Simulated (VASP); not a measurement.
# Ti (Im-3m) in VASP: further runs

Ti is run at these levels: PBE, LDA, PBEsol; tasks: electric field gradients.

Program: VASP 6.6.1. These are calculated values, not measurements. Logs are shortened: lines on timing, memory, paths and dates and some standing lists are left out, and cuts for length are marked.

### Step 1. The cell of the first run

It takes space group Im-3m (No. 229, cubic). Conventional cell: a = 3.208 Å, b = 3.208 Å, c = 3.208 Å, α = 90.00°, β = 90.00°, γ = 90.00°. Ti (site symmetry m-3m) has 14 Ti at 2.78 to 3.21 Å within 3.7 Å.

### Step 2. Electric field gradients, PBE (functional pbe, volume scaled by 0.96)

The input, INCAR:

```
ALGO = Normal
EDIFF = 1E-8
ENCUT = 520
GGA = PE
ISIF = 2
ISMEAR = -1
LASPH = T
LCHARG = F
LEFG = T
LREAL = F
LWAVE = F
NBANDS = 12
NELM = 60
PREC = Accurate
SIGMA = 0.05
```

The input, KPOINTS:

```
k-points
0
Gamma
  18 18 18
```

The input, POSCAR:

```
Ti
1.0
   -1.6038447660      1.6038447660      1.6038447660
    1.6038447660     -1.6038447660      1.6038447660
    1.6038447660      1.6038447660     -1.6038447660
Ti
1
Direct
    0.0000000000      0.0000000000      0.0000000000
```

Potentials or basis: VASP PAW PBE potentials, release 64 (Ti_sv).

Command:

```sh
$ cat potpaw_PBE.64/Ti_sv/POTCAR > POTCAR
$ mpirun -np 1 vasp_std > vasp.out
```

OUTCAR:

```text
EDIFF = 1E-8
   ENCUT = 520
   GGA = PE
   ISIF = 2
   ISMEAR = -1
   LASPH = T
   LREAL = F
   NELM = 60
   PREC = Accurate

 ion  position               nearest neighbor table
   1  0.000  0.000  0.000-

  LATTYP: Found a body centered cubic cell.
 ALAT       =     3.2076895320

  Lattice vectors:

 A1 = (  -1.6038447660,   1.6038447660,   1.6038447660)
 A2 = (   1.6038447660,  -1.6038447660,   1.6038447660)
 A3 = (   1.6038447660,   1.6038447660,  -1.6038447660)

Analysis of symmetry for initial positions (statically):
=====================================================================
 Subroutine PRICEL returns:
 Original cell was already a primitive cell.

 Routine SETGRP: Setting up the symmetry group for a
 body centered cubic supercell.

 Subroutine GETGRP returns: Found 48 space group operations
 (whereof 48 operations were pure point group operations)
 out of a pool of 48 trial point group operations.

The static configuration has the point symmetry O_h .

Analysis of symmetry for dynamics (positions and initial velocities):
=====================================================================
 Subroutine PRICEL returns:
 Original cell was already a primitive cell.

 Routine SETGRP: Setting up the symmetry group for a
 body centered cubic supercell.

 Subroutine GETGRP returns: Found 48 space group operations
 (whereof 48 operations were pure point group operations)
 out of a pool of 48 trial point group operations.

The dynamic configuration has the point symmetry O_h .

 Subroutine INISYM returns: Found 48 space group operations
 (whereof 48 operations are pure point group operations),
 and found     1 'primitive' translations

----------------------------------------------------------------------------------------

                                     Primitive cell

  volume of cell :      16.5024

  direct lattice vectors                    reciprocal lattice vectors
    -1.603844766  1.603844766  1.603844766     0.000000000  0.311750869  0.311750869
     1.603844766 -1.603844766  1.603844766     0.311750869  0.000000000  0.311750869
     1.603844766  1.603844766 -1.603844766     0.311750869  0.311750869  0.000000000

[... 117 lines left out ...]
   NGX = 11   NGY = 11   NGZ = 11

 number of electron      12.0000001 magnetization

 Free energy of the ion-electron system (eV)
  ---------------------------------------------------
  ext. energy  EPLUGINS =         0.00000000
  ---------------------------------------------------
  free energy    TOTEN  =        -7.72350492 eV

  energy without entropy =       -7.70561412  energy(sigma->0) =       -7.71455952

 E-fermi :   8.6280     XC(G=0): -11.7362

 val. band max:        8.6273609550   @ k =  -0.4444   0.5000   0.1111
 cond. band min:       8.6424269027   @ k =   0.2222   0.2222   0.0000
 fundamental gap:      0.0150659477
 Fermi energy:         8.6279524549

 k-point     1 :       0.0000    0.0000    0.0000
  band No.  band energies     occupation
      1     -47.8054      2.00000
      2     -23.5973      2.00000
      3     -23.5973      2.00000
      4     -23.5973      2.00000
      5       2.5674      2.00000
      6       9.6615      0.00000
      7       9.6615      0.00000
      8       9.6615      0.00000
      9      11.5322      0.00000
     10      11.5322      0.00000
     11      26.4072      0.00000
     12      26.4072      0.00000
[... 331 lines left out ...]
 k-point    24 :       0.3889    0.1111    0.0000
  band No.  band energies     occupation
      1     -47.6441      2.00000
      2     -24.3383      2.00000
      3     -23.8654      2.00000
      4     -23.6367      2.00000
      5       6.2937      2.00000
      6       8.2328      1.99926
      7       9.2498      0.00001
      8      11.4560      0.00000
      9      12.0425      0.00000
     10      13.5236      0.00000
     11      18.3243      0.00000
     12      22.1638      0.00000

 [... further k-points ...]
[... 5 lines left out ...]
  --------------------------------------------------------------------------------------
  -------------------------------------------------------------------------------------
  Total        0.4975562      0.4975562      0.4975562     -0.0000000     -0.0000000      0.0000000
  in kB       48.3065182     48.3065182     48.3065182     -0.0000000     -0.0000000      0.0000000
  external PRESSURE =      48.3065182 kB  Pullay stress =       0.0000000 kB

 VOLUME and BASIS-vectors are now :
 -----------------------------------------------------------------------------
  energy-cutoff  :      520.00
  volume of cell :       16.50
      direct lattice vectors                 reciprocal lattice vectors
    -1.603844766  1.603844766  1.603844766     0.000000000  0.311750869  0.311750869
     1.603844766 -1.603844766  1.603844766     0.311750869  0.000000000  0.311750869
     1.603844766  1.603844766 -1.603844766     0.311750869  0.311750869  0.000000000

 POSITION                                       TOTAL-FORCE (eV/Angst)
 -----------------------------------------------------------------------------------
      0.00000      0.00000      0.00000         0.000000      0.000000      0.000000
 -----------------------------------------------------------------------------------
    total drift:                                0.000000      0.000000     -0.000000

  FREE ENERGIE OF THE ION-ELECTRON SYSTEM (eV)
  ---------------------------------------------------
  free  energy   TOTEN  =        -7.7235049209 eV

  energy  without entropy=       -7.7056141236  energy(sigma->0) =       -7.71455952

 Electric field gradients (V/A^2)
---------------------------------------------------------------------
 ion       V_xx      V_yy      V_zz      V_xy      V_xz      V_yz
---------------------------------------------------------------------
   1      -0.000    -0.000     0.000    -0.000    -0.000    -0.000
---------------------------------------------------------------------

 Electric field gradients after diagonalization (V/A^2)
 (convention: |V_zz| > |V_xx| > |V_yy|)
----------------------------------------------------------------------
 ion       V_xx      V_yy      V_zz     asymmetry (V_yy - V_xx)/ V_zz
----------------------------------------------------------------------
   1       0.000     0.000    -0.001       0.000
----------------------------------------------------------------------

           NMR quadrupolar parameters

 Cq : quadrupolar parameter    Cq=e*Q*V_zz/h
 eta: asymmetry parameters     (V_yy - V_xx)/ V_zz
 Q  : nuclear electric quadrupole moment in mb (millibarn)
----------------------------------------------------------------------
 ion       Cq(MHz)       eta       Q (mb)
----------------------------------------------------------------------
   1      -0.000       0.000       1.000
----------------------------------------------------------------------
```

It took 20 s on 1 thread of Intel Xeon Platinum 8488C (Sapphire Rapids), shared host; peak memory 0.16 GiB.

Results:

| Quantity | Value |
| --- | --- |
| Free energy | -7.7235 eV |
| Pressure | 4.8 GPa |
| Band gap on the k mesh | zero (band 6 reaches 9.66 eV, above the bottom of band 7 at 8.04 eV) |

Caveat: the cell differs from its parent crystal (functional pbe, volume scaled by 0.96); without QUAD_EFG the Cq values of the log hold for a quadrupole moment of 1 mb, not for the nuclei.

### Step 3. Electric field gradients, LDA

This run uses another cell than the first one, of 17.19 Å³/atom, 1.042 times its volume.

The input, INCAR:

```
SYSTEM = Ti
PREC = Accurate ; ENCUT = 520
EDIFF = 1E-8 ; ISMEAR = -1
SIGMA = 0.05 ; LREAL = .FALSE.
LASPH = .TRUE. ; NELM = 60
ALGO = Normal ; ISIF = 2
LWAVE = .FALSE. ; LCHARG = .FALSE.
LEFG = .TRUE. ; NBANDS = 12
```

The input, KPOINTS:

```
Automatic mesh
0
G
  18 18 18
  0 0 0
```

The input, POSCAR:

```
Ti
1.0
   -1.6258179727      1.6258179727      1.6258179727
    1.6258179727     -1.6258179727      1.6258179727
    1.6258179727      1.6258179727     -1.6258179727
Ti
1
Direct
    0.0000000000      0.0000000000      0.0000000000
```

Potentials or basis: VASP PAW LDA potentials, release 64 (Ti_sv).

Command:

```sh
$ cat potpaw_LDA.64/Ti_sv/POTCAR > POTCAR
$ mpirun -np 1 vasp_std > vasp.out
```

OUTCAR:

```text
SYSTEM = Ti
   PREC = Accurate
   ENCUT = 520
   EDIFF = 1E-8
   ISMEAR = -1
   LREAL = .FALSE.
   LASPH = .TRUE.
   NELM = 60
   ISIF = 2

 ion  position               nearest neighbor table
   1  0.000  0.000  0.000-

  LATTYP: Found a body centered cubic cell.
 ALAT       =     3.2516359454

  Lattice vectors:

 A1 = (  -1.6258179727,   1.6258179727,   1.6258179727)
 A2 = (   1.6258179727,  -1.6258179727,   1.6258179727)
 A3 = (   1.6258179727,   1.6258179727,  -1.6258179727)

Analysis of symmetry for initial positions (statically):
[... 566 lines left out ...]
  ---------------------------------------------------
  free  energy   TOTEN  =        -8.4319529751 eV

  energy  without entropy=       -8.4130711245  energy(sigma->0) =       -8.42251205

 Electric field gradients (V/A^2)
---------------------------------------------------------------------
 ion       V_xx      V_yy      V_zz      V_xy      V_xz      V_yz
---------------------------------------------------------------------
   1      -0.000    -0.000    -0.000     0.000     0.000     0.000
---------------------------------------------------------------------

 Electric field gradients after diagonalization (V/A^2)
 (convention: |V_zz| > |V_xx| > |V_yy|)
----------------------------------------------------------------------
 ion       V_xx      V_yy      V_zz     asymmetry (V_yy - V_xx)/ V_zz
----------------------------------------------------------------------
   1      -0.000    -0.000     0.000       0.000
----------------------------------------------------------------------

           NMR quadrupolar parameters

 Cq : quadrupolar parameter    Cq=e*Q*V_zz/h
 eta: asymmetry parameters     (V_yy - V_xx)/ V_zz
 Q  : nuclear electric quadrupole moment in mb (millibarn)
----------------------------------------------------------------------
 ion       Cq(MHz)       eta       Q (mb)
----------------------------------------------------------------------
   1       0.000       0.000       1.000
----------------------------------------------------------------------
```

Run time: 18 s. Hardware: 1 thread of Intel Xeon Platinum 8488C (Sapphire Rapids), shared host; peak memory 0.15 GiB.

What came out:

```
Free energy            : -8.4320 eV
Pressure               : -8.5 GPa
Band gap on the k mesh : zero (band 6 reaches 8.91 eV, above the bottom of band 7 at 7.38 eV)
```

Caveat: without QUAD_EFG the Cq values of the log hold for a quadrupole moment of 1 mb, not for the nuclei.

### Step 4. Electric field gradients, PBEsol

This run uses another cell than the first one, of 17.19 Å³/atom, 1.042 times its volume.

The input, INCAR:

```
PREC = Accurate ; ENCUT = 520
EDIFF = 1E-8 ; ISMEAR = -1
SIGMA = 0.05 ; LREAL = F
LASPH = T ; NELM = 100
ALGO = Normal ; ISIF = 2
LWAVE = F ; LCHARG = F
GGA = PS ; LEFG = T
NBANDS = 12
```

The input, KPOINTS:

```
regular mesh
0
Gamma
  18 18 18
```

POSCAR is that of step 3.

Potentials or basis: VASP PAW PBE potentials, release 64 (Ti_sv).

Command:

```sh
$ cat potpaw_PBE.64/Ti_sv/POTCAR > POTCAR
$ mpirun -np 1 vasp_std > vasp.out
```

OUTCAR:

```text
PREC = Accurate
   ENCUT = 520
   EDIFF = 1E-8
   ISMEAR = -1
   LREAL = F
   LASPH = T
   NELM = 100
   ISIF = 2
   GGA = PS

 ion  position               nearest neighbor table
   1  0.000  0.000  0.000-

  LATTYP: Found a body centered cubic cell.
 ALAT       =     3.2516359454

  Lattice vectors:

 A1 = (  -1.6258179727,   1.6258179727,   1.6258179727)
 A2 = (   1.6258179727,  -1.6258179727,   1.6258179727)
 A3 = (   1.6258179727,   1.6258179727,  -1.6258179727)

Analysis of symmetry for initial positions (statically):
=====================================================================
 Subroutine PRICEL returns:
 Original cell was already a primitive cell.

 Routine SETGRP: Setting up the symmetry group for a
 body centered cubic supercell.

 Subroutine GETGRP returns: Found 48 space group operations
 (whereof 48 operations were pure point group operations)
 out of a pool of 48 trial point group operations.

The static configuration has the point symmetry O_h .

Analysis of symmetry for dynamics (positions and initial velocities):
=====================================================================
 Subroutine PRICEL returns:
 Original cell was already a primitive cell.

 Routine SETGRP: Setting up the symmetry group for a
 body centered cubic supercell.

 Subroutine GETGRP returns: Found 48 space group operations
 (whereof 48 operations were pure point group operations)
 out of a pool of 48 trial point group operations.

The dynamic configuration has the point symmetry O_h .

 Subroutine INISYM returns: Found 48 space group operations
[... 152 lines left out ...]
      1     -48.2143      2.00000
      2     -24.1523      2.00000
      3     -24.1523      2.00000
      4     -24.1523      2.00000
      5       2.0888      2.00000
      6       9.0559      0.00000
      7       9.0559      0.00000
      8       9.0559      0.00000
      9      10.8509      0.00000
     10      10.8509      0.00000
     11      25.5576      0.00000
     12      25.5576      0.00000
[... 331 lines left out ...]
 k-point    24 :       0.3889    0.1111    0.0000
  band No.  band energies     occupation
      1     -48.0745      2.00000
      2     -24.8122      2.00000
      3     -24.3926      2.00000
      4     -24.1868      2.00000
      5       5.8040      2.00000
      6       7.6984      1.99863
      7       8.6126      0.00003
      8      10.7683      0.00000
      9      11.3233      0.00000
     10      12.7371      0.00000
     11      17.3086      0.00000
     12      21.2543      0.00000

 [... further k-points ...]
[... 5 lines left out ...]
  --------------------------------------------------------------------------------------
  -------------------------------------------------------------------------------------
  Total       -0.4583265     -0.4583265     -0.4583265     -0.0000000      0.0000000     -0.0000000
  in kB      -42.7178943    -42.7178943    -42.7178943     -0.0000000      0.0000000     -0.0000000
  external PRESSURE =     -42.7178943 kB  Pullay stress =       0.0000000 kB

 VOLUME and BASIS-vectors are now :
 -----------------------------------------------------------------------------
  energy-cutoff  :      520.00
  volume of cell :       17.19
      direct lattice vectors                 reciprocal lattice vectors
    -1.625817973  1.625817973  1.625817973     0.000000000  0.307537503  0.307537503
     1.625817973 -1.625817973  1.625817973     0.307537503  0.000000000  0.307537503
     1.625817973  1.625817973 -1.625817973     0.307537503  0.307537503  0.000000000

 POSITION                                       TOTAL-FORCE (eV/Angst)
 -----------------------------------------------------------------------------------
      0.00000      0.00000      0.00000         0.000000      0.000000      0.000000
 -----------------------------------------------------------------------------------
    total drift:                                0.000000      0.000000     -0.000000

  FREE ENERGIE OF THE ION-ELECTRON SYSTEM (eV)
  ---------------------------------------------------
  free  energy   TOTEN  =        -8.2353444849 eV

  energy  without entropy=       -8.2166678424  energy(sigma->0) =       -8.22600616

 Electric field gradients (V/A^2)
---------------------------------------------------------------------
 ion       V_xx      V_yy      V_zz      V_xy      V_xz      V_yz
---------------------------------------------------------------------
   1       0.000    -0.000    -0.000     0.000     0.000     0.000
---------------------------------------------------------------------

 Electric field gradients after diagonalization (V/A^2)
 (convention: |V_zz| > |V_xx| > |V_yy|)
----------------------------------------------------------------------
 ion       V_xx      V_yy      V_zz     asymmetry (V_yy - V_xx)/ V_zz
----------------------------------------------------------------------
   1      -0.000    -0.000     0.000       0.000
----------------------------------------------------------------------

           NMR quadrupolar parameters

 Cq : quadrupolar parameter    Cq=e*Q*V_zz/h
 eta: asymmetry parameters     (V_yy - V_xx)/ V_zz
 Q  : nuclear electric quadrupole moment in mb (millibarn)
----------------------------------------------------------------------
 ion       Cq(MHz)       eta       Q (mb)
----------------------------------------------------------------------
   1       0.000       0.000       1.000
----------------------------------------------------------------------
```

OSZICAR:

```text
N       E                     dE             d eps       ncg     rms          rms(c)
DAV:   1     0.856166864090E+02    0.85617E+02   -0.65348E+03  4696   0.121E+03
DAV:   2    -0.508740067625E+01   -0.90704E+02   -0.88336E+02  4784   0.295E+02
DAV:   3    -0.929568719919E+01   -0.42083E+01   -0.41633E+01  6364   0.648E+01
DAV:   4    -0.939173625073E+01   -0.96049E-01   -0.95951E-01  5288   0.866E+00
DAV:   5    -0.939403941529E+01   -0.23032E-02   -0.23031E-02  5536   0.123E+00    0.873E+00
DAV:   6    -0.823260821216E+01    0.11614E+01   -0.27353E+00  5072   0.233E+01    0.211E+00
DAV:   7    -0.822616485146E+01    0.64434E-02   -0.78614E-02  5528   0.293E+00    0.126E+00
DAV:   8    -0.823491752879E+01   -0.87527E-02   -0.37208E-02  4896   0.227E+00    0.110E-01
DAV:   9    -0.823530519125E+01   -0.38766E-03   -0.23980E-03  5680   0.480E-01    0.773E-02
DAV:  10    -0.823536107927E+01   -0.55888E-04   -0.30547E-04  5028   0.192E-01    0.166E-02
DAV:  11    -0.823534449918E+01    0.16580E-04   -0.31304E-05  5252   0.855E-02    0.936E-03
DAV:  12    -0.823534438957E+01    0.10962E-06   -0.21514E-06  5644   0.159E-02    0.742E-04
DAV:  13    -0.823534464854E+01   -0.25898E-06   -0.19172E-07  5896   0.367E-03    0.256E-03
DAV:  14    -0.823534450305E+01    0.14549E-06   -0.99760E-08  4852   0.391E-03    0.300E-04
DAV:  15    -0.823534448651E+01    0.16538E-07   -0.31142E-09  3608   0.632E-04    0.432E-05
DAV:  16    -0.823534448491E+01    0.16048E-08   -0.45828E-10  2444   0.245E-04
   1 F= -.82353445E+01 E0= -.82260062E+01  d E =-.186766E-01
```

It took 19 s on 1 thread of Intel Xeon Platinum 8488C (Sapphire Rapids), shared host; peak memory 0.17 GiB.

What came out:

```yaml
Free_energy: -8.2353 eV
Pressure: -4.3 GPa
Band_gap_on_the_k_mesh: zero (band 6 reaches 9.06 eV, above the bottom of band 7 at 7.47 eV)
```

Levels at points of the mesh, in eV from the Fermi level:
```
           k point  band 4  band 5  band 6  band 7  band 8  band 9
(0.00, 0.00, 0.00)  -32.22   -5.97    0.99    0.99    0.99    2.79
(0.50, 0.00, 0.00)  -32.22   -2.48   -0.41    1.18    2.77    3.13
(0.50, 0.50, 0.50)  -32.70   -2.14   -2.14    3.99    3.99    3.99
```

Caveat: without QUAD_EFG the Cq values of the log hold for a quadrupole moment of 1 mb, not for the nuclei; the PAW data sets were made with another functional, which shifts forces and pressure a little.

### Step 5. Overview

| level | potentials or basis | cell | gap on the mesh (eV) | pressure (GPa) |
| --- | --- | --- | --- | --- |
| PBE | VASP PAW PBE potentials, release 64 (Ti_sv) | a = 2.778 Å, angles 109.5°, 1 atom | none | 4.8 |
| LDA | VASP PAW LDA potentials, release 64 (Ti_sv) | a = 2.816 Å, angles 109.5°, 1 atom | none | -8.5 |
| PBEsol | VASP PAW PBE potentials, release 64 (Ti_sv) | a = 2.816 Å, angles 109.5°, 1 atom | none | -4.3 |

Alike in all rows: task electric field gradients; no spin polarisation; k mesh 18 × 18 × 18; cutoff (eV) 520; smearing fermi-dirac 0.05 eV.

Caveats: the PAW data sets were made with another functional, which shifts forces and pressure a little (some runs).

Total energies depend on the potentials used, so only differences within one code and one set of settings carry meaning.
